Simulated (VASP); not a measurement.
Write the native input for VASP 6.6.1 that does the following.

```
Task                   : single point
Functional             : PBEsol
Potentials or basis    : VASP PAW PBE potentials, release 64 (Mn_pv, O)
Cutoff                 : 520 eV
k mesh                 : 7 × 7 × 7
Occupations            : fermi-dirac, width 0.03 eV
Spin                   : collinear spin, ferromagnetic start
Starting moments       : [4.5, 0.0] μB
Dipole correction      : no
Further INCAR settings : ALGO = Normal; EDIFF = 1e-06; NBANDS = 20
```

The structure of MnO lies in POSCAR:

```
MnO
1.0
    0.0000000000      2.2220000000      2.2220000000
    2.2220000000      0.0000000000      2.2220000000
    2.2220000000      2.2220000000      0.0000000000
Mn O
1 1
Direct
    0.0000000000      0.0000000000      0.0000000000
    0.5000000000      0.5000000000      0.5000000000
```

These files were run (other wordings do the same):

INCAR

```
SYSTEM = MnO
PREC     = Accurate       ! precision mode
ENCUT    = 520            ! plane-wave cutoff, eV
EDIFF    = 1E-6           ! SCF threshold, eV
ISMEAR   = -1             ! smearing method
SIGMA    = 0.03           ! smearing width, eV
LREAL    = .False.        ! projectors in reciprocal space
LASPH    = .True.         ! aspherical terms in the spheres
NELM     = 150            ! most SCF steps
ALGO     = Normal         ! electronic algorithm
ISIF     = 2              ! what is computed and relaxed
LWAVE    = .False.        ! write WAVECAR
LCHARG   = .False.        ! write CHGCAR
ISPIN    = 2              ! spin polarisation
MAGMOM   = 4.5 0          ! initial moments
LORBIT   = 11             ! projections on sites
LMAXMIX  = 4              ! l up to which the mixer works
GGA      = PS             ! functional
NBANDS   = 20             ! bands
```

KPOINTS

```
regular mesh
0
Gamma
  7 7 7
  0 0 0
```

Potentials or basis: VASP PAW PBE potentials, release 64 (Mn_pv, O).

The run is started by

```console
$ cat potpaw_PBE.64/Mn_pv/POTCAR potpaw_PBE.64/O/POTCAR > POTCAR
$ mpirun -np 1 vasp_std > vasp.out
```

It gave:

| Property | Result |
| --- | --- |
| Pressure | -8.1 GPa |
| Net moment | 4.69 μB per cell |
| Site moments | Mn +4.27; O +0.18 μB |
| Valence electrons inside the program's atomic spheres | Mn 11.36; O 4.95 |

Caveat: the PAW data sets were made with another functional, which shifts forces and pressure a little; a cell with one magnetic atom can't hold antiferromagnetic order, which such compounds often take.

Run time: 8.5 s on 1 thread of Intel(R) Xeon(R) Platinum 8488C (Sapphire Rapids), with other jobs on the host, peak memory 0.15 GiB.
